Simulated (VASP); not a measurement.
# CuSbSe4 (R-3m) in VASP: further runs

Runs on CuSbSe4. Level: PBE. Tasks: relaxation of cell and atoms, single point.

Program: VASP 6.6.1. These are calculated values, not measurements. Logs are shortened: lines on timing, memory, paths and dates and some standing lists are left out, and cuts for length are marked.

## Step 1: The cell of the first run

Symmetry: R-3m, No. 166, trigonal system. The conventional cell has a = 5.406 Å, b = 5.406 Å, c = 18.324 Å, α = 90.00°, β = 90.00°, γ = 120.00°. Within 3.4 Å of Cu (site symmetry -3m) lie 8 Se at 2.61 to 3.35 Å. Within 4.1 Å of Sb (site symmetry -3m) lie 12 Se at 3.15 to 3.62 Å. Within 3.0 Å of Se (site symmetry 3m) lie 1 Se at 2.28 Å and 1 Cu at 2.61 Å. Within 3.0 Å of Se (site symmetry 3m) lie 1 Se at 2.28 Å.

The cell was generated, and may not be a known phase.

## Step 2: Relaxation of cell and atoms, PBE, collinear spin

INCAR

```
SYSTEM = CuSbSe4
PREC = Accurate ; ENCUT = 600
EDIFF = 1E-6 ; ISMEAR = 0
SIGMA = 0.15 ; LREAL = .False.
LASPH = .True. ; NELM = 150
ALGO = Normal ; ISIF = 3
LWAVE = .False. ; LCHARG = .False.
ISPIN = 2 ; MAGMOM = 1 0 0 0 0 0
LORBIT = 11 ; LMAXMIX = 4
GGA = PE ; IBRION = 2
NSW = 36 ; EDIFFG = -0.08
```

KPOINTS

```
regular mesh
0
Gamma
  3 3 3
  0 0 0
```

POSCAR

```
CuSbSe4
1.0
    2.7031299200      1.5606527800      6.1079548200
   -2.7031299200      1.5606527800      6.1079548200
    0.0000000000     -3.1213055700      6.1079548200
Cu Sb Se
1 1 4
Direct
    0.5000000000      0.5000000000      0.5000000000
    0.0000000000      0.0000000000      0.0000000000
    0.3575476700      0.3575476700      0.3575476700
    0.6424523300      0.6424523300      0.6424523300
    0.7666396000      0.7666396000      0.7666396000
    0.2333604000      0.2333604000      0.2333604000
```

Potentials or basis: VASP PAW PBE potentials, release 64 (Cu, Sb, Se).

The run is started by

```console
> cat potpaw_PBE.64/Cu/POTCAR potpaw_PBE.64/Sb/POTCAR potpaw_PBE.64/Se/POTCAR > POTCAR
> mpirun -np 1 vasp_std > vasp.out
```

OUTCAR:

```text
SYSTEM = CuSbSe4
   PREC = Accurate
   ENCUT = 600
   EDIFF = 1E-6
   ISMEAR = 0
   LREAL = .False.
   LASPH = .True.
   NELM = 150
   ISIF = 3
   ISPIN = 2
   LORBIT = 11
   GGA = PE
   IBRION = 2
   NSW = 36
   EDIFFG = -0.08

 ion  position               nearest neighbor table
   1  0.500  0.500  0.500-   3 2.61   4 2.61
   2  0.000  0.000  0.000-   4 3.15   3 3.15   4 3.15   4 3.15   3 3.15   3 3.15
   3  0.358  0.358  0.358-   6 2.28   1 2.61   2 3.15   2 3.15   2 3.15
   4  0.642  0.642  0.642-   5 2.28   1 2.61   2 3.15   2 3.15   2 3.15
   5  0.767  0.767  0.767-   4 2.28
   6  0.233  0.233  0.233-   3 2.28

  LATTYP: Found a trigonal (rhomboedric) cell.
 ALAT       =     6.8592755118
 COS(alpha) =     0.6893957882

  Lattice vectors:

 A1 = (   2.7031299200,   1.5606527800,   6.1079548200)
 A2 = (  -2.7031299200,   1.5606527800,   6.1079548200)
 A3 = (   0.0000000000,  -3.1213055700,   6.1079548200)

Analysis of symmetry for initial positions (statically):
=====================================================================
 Subroutine PRICEL returns:
 Original cell was already a primitive cell.

 Routine SETGRP: Setting up the symmetry group for a
 trigonal (rhombohedral) supercell.

 Subroutine GETGRP returns: Found 12 space group operations
 (whereof 12 operations were pure point group operations)
 out of a pool of 12 trial point group operations.

The static configuration has the point symmetry D_3d.

Analysis of symmetry for dynamics (positions and initial velocities):
=====================================================================
 Subroutine PRICEL returns:
 Original cell was already a primitive cell.

 Routine SETGRP: Setting up the symmetry group for a
 trigonal (rhombohedral) supercell.

 Subroutine GETGRP returns: Found 12 space group operations
 (whereof 12 operations were pure point group operations)
 out of a pool of 12 trial point group operations.

The dynamic configuration has the point symmetry D_3d.

Analysis of structural, dynamic, and magnetic symmetry:
=====================================================================
 Subroutine PRICEL returns:
 Original cell was already a primitive cell.

 Routine SETGRP: Setting up the symmetry group for a
 trigonal (rhombohedral) supercell.

 Subroutine GETGRP returns: Found 12 space group operations
 (whereof 12 operations were pure point group operations)
 out of a pool of 12 trial point group operations.

The overall configuration has the point symmetry D_3d.

 Subroutine INISYM returns: Found 12 space group operations
 (whereof 12 operations are pure point group operations),
 and found     1 'primitive' translations

----------------------------------------------------------------------------------------

                                     Primitive cell

  volume of cell :     154.6038

  direct lattice vectors                    reciprocal lattice vectors
     2.703129920  1.560652780  6.107954820     0.184970762  0.106792919  0.054573641
    -2.703129920  1.560652780  6.107954820    -0.184970762  0.106792919  0.054573641
     0.000000000 -3.121305570  6.107954820     0.000000000 -0.213585838  0.054573641

  length of vectors
     6.859275512  6.859275512  6.859275512     0.220447709  0.220447709  0.220447710

  position of ions in fractional coordinates (direct lattice)
     0.500000000  0.500000000  0.500000000
     0.000000000  0.000000000  0.000000000
     0.357547670  0.357547670  0.357547670
     0.642452330  0.642452330  0.642452330
     0.766639600  0.766639600  0.766639600
     0.233360400  0.233360400  0.233360400

  ion indices of the primitive-cell ions
   primitive index   ion index
                 1           1
                 2           2
                 3           3
                 4           4
                 5           5
                 6           6

----------------------------------------------------------------------------------------

 KPOINTS: regular mesh

Automatic generation of k-mesh.
 Grid dimensions read from file:
 generate k-points for:    3    3    3

 Generating k-lattice:

  Cartesian coordinates                     Fractional coordinates (reciprocal lattice)
     0.061656921  0.035597640  0.018191214     0.333333333 -0.000000000 -0.000000000
    -0.061656921  0.035597640  0.018191214    -0.000000000  0.333333333 -0.000000000
     0.000000000 -0.071195279  0.018191214    -0.000000000 -0.000000000  0.333333333

  Length of vectors
     0.073482570  0.073482570  0.073482570

  Shift w.r.t. Gamma in fractional coordinates (k-lattice)
     0.000000000  0.000000000  0.000000000

 Subroutine IBZKPT returns following result:
 ===========================================

 Found      6 irreducible k-points:

 Following reciprocal coordinates:
            Coordinates               Weight
  0.000000  0.000000  0.000000      1.000000
  0.333333 -0.000000  0.000000      6.000000
  0.333333  0.333333  0.000000      6.000000
 -0.333333  0.333333  0.000000      6.000000
  0.333333  0.333333  0.333333      2.000000
 -0.333333  0.333333  0.333333      6.000000
   k-points           NKPTS =      6   k-points in BZ     NKDIM =      6   number of bands    NBANDS=     25
   number of dos      NEDOS =    301   number of ions     NIONS =      6
   total plane-waves  NPLWV = 175616
   dimension x,y,z NGX =    56 NGY =   56 NGZ =   56
   dimension x,y,z NGXF=   112 NGYF=  112 NGZF=  112
   ions per type =               1   1   4
   NGX,Y,Z   is equivalent  to a cutoff of  13.57, 13.57, 13.57 a.u.
   NGXF,Y,Z  is equivalent  to a cutoff of  27.15, 27.15, 27.15 a.u.
 SYSTEM =  CuSbSe4
   PREC   = accura    normal or accurate (medium, high low for compatibility)
   ISTART =      0    job   : 0-new  1-cont  2-samecut
   ICHARG =      2    charge: 1-file 2-atom 10-const
   ISPIN  =      2    spin polarized calculation?
   LNONCOLLINEAR =      F non collinear calculations
   LSORBIT =      F    spin-orbit coupling
   LASPH  =      T    aspherical Exc in radial PAW
   ENCUT  =  600.0 eV  44.10 Ry    6.64 a.u.  13.70 13.70 13.70*2*pi/ulx,y,z
   NELM   =    150;   NELMIN=  2; NELMDL= -5     # of ELM steps
   EDIFF  = 0.1E-05   stopping-criterion for ELM
   LREAL  =      F    real-space projection
   EDIFFG = -.8E-01   stopping-criterion for IOM
   NSW    =     36    number of steps for IOM
   IBRION =      2    ionic relax: 0-MD 1-quasi-New 2-CG
   NFREE  =      1    steps in history (QN), initial steepest desc. (CG)
   ISIF   =      3    stress and relaxation
   ISYM   =      2    0-nonsym 1-usesym 2-fastsym
   POTIM  = 0.5000    time-step for ionic-motion
   TEBEG  =    0.0;   TEEND  =   0.0 temperature during run
   PSTRESS=    0.0 pullay stress
   NELECT =      40.0000    total number of electrons
   NUPDOWN=      -1.0000    fix difference up-down
   EMIN   =  10.00;   EMAX   =-10.00  energy-range for DOS
   EFERMI =   0.00;   METHOD = LEGACY
   ISMEAR =     0;   SIGMA  =   0.15  broadening in eV -4-tet -1-fermi 0-gaus
   EFERMI_NEDOS =   21; number of points for ismear=-14 and -15
   IALGO  =     38    algorithm
   IMIX   =      4    mixing-type and parameters
     AMIX     =   0.40;   BMIX     =  1.00
     AMIX_MAG =   1.60;   BMIX_MAG =  1.00
  volume/ion in A,a.u.               =      25.77       173.89
  Fermi-wavevector in a.u.,A,eV,Ry     =   1.043169  1.971304 14.805885  1.088202
  Thomas-Fermi vector in A             =   2.177867
   LORBIT       =     11    0 simple, 1 ext, 2 COOP (PROOUT), +10 PAW based schemes
   GGA     = PE    functional components
   LHFCALC =     F    Hartree Fock is set to
   AEXX    =    0.0000 exact exchange contribution
   IVDW    =     0    specifies the selected vdW correction
   LEPSILON=     F    determine dielectric tensor
   LRPA    =     F    only Hartree local field effects (RPA)
 conjugate gradient relaxation of ions
 spin polarized calculation
 Gauss-broadening in eV      SIGMA  =   0.15
  energy-cutoff  :      600.00
  volume of cell :      154.60
 maximum number of plane-waves:      5209
   NGX = 27   NGY = 27   NGZ = 27

--------------------------------------- Ionic step        1  -------------------------------------------

 number of electron      40.0000008 magnetization      -0.0329921

 number of electron      40.0000008 magnetization       0.0031856

 Free energy of the ion-electron system (eV)
  ---------------------------------------------------
  ext. energy  EPLUGINS =         0.00000000
  ---------------------------------------------------
  free energy    TOTEN  =       -18.39111322 eV

  energy without entropy =      -18.31173360  energy(sigma->0) =      -18.35142341

------------------------ aborting loop because EDIFF is reached ----------------------------------------

  FORCE on cell =-STRESS in cart. coord.  units (eV):
  Direction    XX          YY          ZZ          XY          YZ          ZX
  --------------------------------------------------------------------------------------
  -------------------------------------------------------------------------------------
  Total       -3.0591546     -3.0591546      5.9693157      0.0000000     -0.0000000      0.0000000
  in kB      -31.7023697    -31.7023696     61.8607037      0.0000000     -0.0000000      0.0000000
  external PRESSURE =      -0.5146785 kB  Pullay stress =       0.0000000 kB
[... 452 lines left out ...]
     24       8.4154      0.00000
     25       8.5757      0.00000

[... ionic steps 4 to 24 ...]

--------------------------------------- Ionic step       25  -------------------------------------------

 number of electron      40.0000005 magnetization       0.0000002

 number of electron      40.0000005 magnetization      -0.0000007
[... 429 lines left out ...]
 number of electron      40.0000005 magnetization      -0.0000007

 number of electron      40.0000005 magnetization       0.0000001

 Free energy of the ion-electron system (eV)
  ---------------------------------------------------
  ext. energy  EPLUGINS =         0.00000000
  ---------------------------------------------------
  free energy    TOTEN  =       -21.37171908 eV

  energy without entropy =      -21.32607853  energy(sigma->0) =      -21.34889881

 E-fermi :   4.5166     XC(G=0):  -9.8784

 val. band max:        4.4531397834   @ k =  -0.3333   0.3333   0.0000
 cond. band min:       4.5288064761   @ k =   0.3333  -0.0000   0.0000
 fundamental gap:      0.0756666927
 Fermi energy:         4.5166233470
[... 372 lines left out ...]
  FREE ENERGIE OF THE ION-ELECTRON SYSTEM (eV)
  ---------------------------------------------------
  free  energy   TOTEN  =       -21.3717190826 eV

  energy  without entropy=      -21.3260785312  energy(sigma->0) =      -21.34889881

 reached required accuracy - stopping structural energy minimisation

 total charge

# of ion       s       p       d       tot
------------------------------------------
    1        0.399   0.344   9.162   9.906
    2        1.305   0.853   0.051   2.209
    3        1.484   2.255   0.032   3.772
    4        1.484   2.255   0.032   3.772
    5        1.530   2.102   0.048   3.681
    6        1.530   2.102   0.048   3.681
--------------------------------------------------
tot          7.734   9.914   9.374  27.021

 magnetization (x)

# of ion       s       p       d       tot
------------------------------------------
    1       -0.000  -0.000   0.000  -0.000
    2        0.000  -0.000  -0.000  -0.000
    3        0.000  -0.000   0.000  -0.000
    4        0.000  -0.000   0.000  -0.000
    5       -0.000  -0.000   0.000  -0.000
    6       -0.000  -0.000   0.000  -0.000
--------------------------------------------------
tot         -0.000  -0.000   0.000  -0.000
```

It took 33 min on 1 thread of AMD EPYC 9R45 (Zen 5), shared host; peak memory 0.58 GiB.

Results:

| Quantity | Value |
| --- | --- |
| Free energy | -21.3717 eV |
| Relaxed volume | 22.90 Å³/atom |
| Relaxed cell | a = 7.428 Å, b = 7.428 Å, c = 7.428 Å, α = 37.69°, β = 37.69°, γ = 37.69° |
| Space group after relaxing (to 0.1 Å) | R-3m (No. 166) |
| Energy gained by relaxing | 496.8 meV/atom |
| Ionic steps | 27 |
| Pressure after relaxing | 0.0 GPa |
| Largest force after relaxing | 0.023 eV/Å |
| Band gap on the k mesh | zero (filled and empty bands overlap) |
| Net moment | 0.00 μB per cell |
| Valence electrons inside the program's atomic spheres | Cu 9.91; Sb 2.21; Se 3.77, 3.68 (each value once) |

Forces on the atoms (eV/Å):
```
Cu   0.000  0.000  0.000
Sb   0.000  0.000  0.000
Se   0.000  0.000 -0.012
Se   0.000  0.000  0.012
Se   0.000  0.000 -0.023
Se   0.000  0.000  0.023
```

Stress tensor (GPa, compression positive):
```
 0.08  0.00  0.00
 0.00  0.08  0.00
 0.00  0.00 -0.26
```

Step by step:
| step | energy change (eV) | largest force (eV/Å) | pressure (GPa) | volume (Å³) |
| --- | --- | --- | --- | --- |
| 1 | 0.0000 | 2.1918 | -0.05 | 154.60 |
| 2 | -0.3960 | 0.4494 | -4.06 | 154.15 |
| 3 | -0.4009 | 0.4533 | -4.21 | 154.10 |
| 4 | -0.7247 | 0.7602 | -0.70 | 139.21 |
| 5 | -0.7613 | 0.9501 | 1.28 | 133.60 |
| 6 | -0.9063 | 0.7953 | 1.72 | 130.08 |
| 7 | -0.8232 | 1.5208 | 9.30 | 119.52 |
| 8 | -1.0341 | 1.1126 | 3.26 | 126.31 |
| 9 | -1.0350 | 1.2281 | 4.85 | 123.81 |
| 10 | -1.0457 | 1.1770 | 4.05 | 124.98 |
| 11 | -1.1446 | 1.1438 | 3.29 | 126.19 |
| 12 | -1.3241 | 1.2534 | 2.64 | 128.94 |
| 13 | -1.9297 | 1.5567 | 1.19 | 134.28 |
| 14 | -2.5227 | 1.0308 | -0.20 | 144.41 |
| 15 | -2.5350 | 0.9626 | -0.36 | 145.30 |
| 16 | -2.6957 | 0.7045 | -0.91 | 144.58 |
| 17 | -2.8533 | 0.3353 | -0.83 | 142.90 |
| 18 | -2.8552 | 0.1756 | -0.96 | 143.20 |
| 19 | -2.8564 | 0.1861 | -0.94 | 143.10 |
| 20 | -2.8742 | 0.4517 | 1.28 | 137.60 |
| 21 | -2.8782 | 0.3557 | 0.63 | 139.17 |
| 22 | -2.9115 | 0.3420 | 0.49 | 138.67 |
| 23 | -2.9410 | 0.5624 | 0.69 | 136.84 |
| 24 | -2.9689 | 0.2816 | -0.04 | 137.90 |
| 25 | -2.9762 | 0.0450 | -0.73 | 139.00 |
| 26 | -2.9763 | 0.0684 | -0.70 | 138.88 |
| 27 | -2.9806 | 0.0232 | -0.03 | 137.40 |

Final structure:
```
Cu Sb Se
1.0
     2.39902    1.38507    6.89162
    -2.39902    1.38507    6.89162
     0.00000   -2.77015    6.89162
Cu Sb Se
1 1 4
Direct
  0.50000 0.50000 0.50000
  0.00000 0.00000 0.00000
  0.38556 0.38556 0.38556
  0.61444 0.61444 0.61444
  0.83597 0.83597 0.83597
  0.16403 0.16403 0.16403
```

Caveat: the k points lie up to 0.51 Å⁻¹ apart in the final cell, too coarse for converged energies and pressures of a metal; spin-orbit coupling is left out, which moves the levels of the heavy elements.

(Part 1 of 2 ends here.)

The gap in the log of VASP goes by the Fermi energy; the results here count the filled bands.